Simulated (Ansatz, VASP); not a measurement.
## Two plane-wave programs on Sn3C

File INCAR:

```
ALGO     = Normal         # electronic algorithm
EDIFF    = 1E-7           # SCF threshold, eV
EDIFFG   = -0.04          # ionic threshold
ENCUT    = 600            # plane-wave cutoff, eV
GGA      = PE             # functional
IBRION   = 2              # ionic algorithm
ISIF     = 3              # what is computed and relaxed
ISMEAR   = 0              # smearing method
LASPH    = T              # aspherical terms in the spheres
LCHARG   = F              # write CHGCAR
LREAL    = F              # projectors in reciprocal space
LWAVE    = F              # write WAVECAR
NELM     = 100            # most SCF steps
NSW      = 90             # ionic steps
PREC     = Accurate       # precision mode
SIGMA    = 0.1            # smearing width, eV
```

File KPOINTS:

```
k-points
0
Gamma
  3 3 6
```

POSCAR

```
Sn3C
1.0
    9.3213205300      0.0000000000      0.0000000000
   -4.6606602700      8.0725003800      0.0000000000
    0.0000000000      0.0000000000      3.3424117400
Sn C
6 2
Direct
    0.2134685400      0.4269370700      0.2500000000
    0.5730629300      0.7865314600      0.2500000000
    0.2134685400      0.7865314600      0.2500000000
    0.7865314600      0.5730629300      0.7500000000
    0.4269370700      0.2134685400      0.7500000000
    0.7865314600      0.2134685400      0.7500000000
    0.3333333300      0.6666666700      0.7500000000
    0.6666666700      0.3333333300      0.2500000000
```

Input for Ansatz:

```yaml
crystal:
  lattice:
    - [9.32132053, 0.0, 0.0]
    - [-4.66066027, 8.07250038, 0.0]
    - [0.0, 0.0, 3.34241174]
  atoms:
    - { symbol: Sn, position: [0.21346854, 0.42693707, 0.25] }
    - { symbol: Sn, position: [0.57306293, 0.78653146, 0.25] }
    - { symbol: Sn, position: [0.21346854, 0.78653146, 0.25] }
    - { symbol: Sn, position: [0.78653146, 0.57306293, 0.75] }
    - { symbol: Sn, position: [0.42693707, 0.21346854, 0.75] }
    - { symbol: Sn, position: [0.78653146, 0.21346854, 0.75] }
    - { symbol: C, position: [0.33333333, 0.66666667, 0.75] }
    - { symbol: C, position: [0.66666667, 0.33333333, 0.25] }
basis:
  ecutwfc: 420
kpoints:
  mp_grid: { grid: [3, 3, 6] }
hamiltonian:
  xc: pbe
scf:
  occupations: { method: gaussian, width: 0.1 }
  lower_state_search: "off"
output:
  forces: true
  stress: true
  eigenvalues: true
relax:
  adjacent_minimum: "off"
  f_tol: 0.04
  max_steps: 70
  cell: { stress_tol: 0.4 }
```

Change from the starting cell: species swapped into the ErI3 type (P6_3/mmc, No. 194).

Alike in both runs: task relaxation of cell and atoms; functional PBE; k mesh 3 × 3 × 6; occupations gaussian, width 0.1 eV; no spin polarisation.

|  | VASP | Ansatz |
| --- | --- | --- |
| version | VASP 6.6.1 | Ansatz 0.2.0 |
| potentials or method | VASP PAW PBE potentials, release 64 (Sn_d, C), cutoff 600 eV | scalar-relativistic, plane waves, PAW |
| valence electrons in the cell | 92 | 92 |

|  | VASP | Ansatz | Ansatz less VASP |
| --- | --- | --- | --- |
| gap on the k mesh at the Fermi level, each at its own relaxed structure (eV) | none | none | - |
| relaxed volume (Å³/atom) | 24.24 | 24.31 | +0.064 |
| relaxed length of the cell vector where the two differ most in proportion (Å) | 8.289 | 8.298 | +0.0092 |

A gap of «none» marks a metal or a gap that the smearing closes.

Noted on VASP's run: the volume moved by over 15 % at a fixed basis, so the end points are rough.
